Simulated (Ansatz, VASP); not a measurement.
## One calculation of Mo, two programs

File INCAR:

```
  PREC = Accurate
  ENCUT = 520
  EDIFF = 1E-6
  ISMEAR = -1
  SIGMA = 0.05
  LREAL = F
  LASPH = T
  NELM = 100
  ALGO = Normal
  ISIF = 2
  LWAVE = F
  LCHARG = T
  GGA = PE
  LELF = T
  LVHAR = T
  NBANDS = 21
```

The input KPOINTS:

```
regular mesh
0
Gamma
  11 11 11
```

Contents of POSCAR:

```
Mo
1.0
    0.0000000000      2.8675406481      2.8675406481
    2.8675406481      0.0000000000      2.8675406481
    2.8675406481      2.8675406481      0.0000000000
Mo
2
Direct
    0.0000000000      0.0000000000      0.0000000000
    0.2500000000      0.2500000000      0.2500000000
```

Input for Ansatz:

```yaml
crystal:
  lattice:
    - [0.0, 2.8675406481, 2.8675406481]
    - [2.8675406481, 0.0, 2.8675406481]
    - [2.8675406481, 2.8675406481, 0.0]
  atoms:
    - { symbol: Mo, position: [0.0, 0.0, 0.0] }
    - { symbol: Mo, position: [0.25, 0.25, 0.25] }
kpoints:
  mp_grid: { grid: [11, 11, 11] }
scf:
  occupations: { method: fermi_dirac, width: 0.05 }
hamiltonian:
  xc: pbe
  pseudopotentials: { kind: all_electron, lapw: { basis_error: 0.00025 } }
output:
  forces: true
  stress: true
  eigenvalues: true
```

Change from the starting cell: volume scaled by 1.025.

Alike in both runs: task single point; functional PBE; k mesh 11 × 11 × 11; occupations fermi-dirac, width 0.05 eV; no spin polarisation.

|  | VASP | Ansatz |
| --- | --- | --- |
| version | VASP 6.6.1 | Ansatz 0.2.0 |
| potentials or method | VASP PAW PBE potentials, release 64 (Mo_sv), cutoff 520 eV | all-electron LAPW, scalar-relativistic |

Ansatz gave:

| Item | Value |
| --- | --- |
| pressure (GPa) | -2.5 |

Estimate VASP's values.

pressure (GPa): -2.2.

Ansatz ran all-electron here, and VASP with PAW potentials.
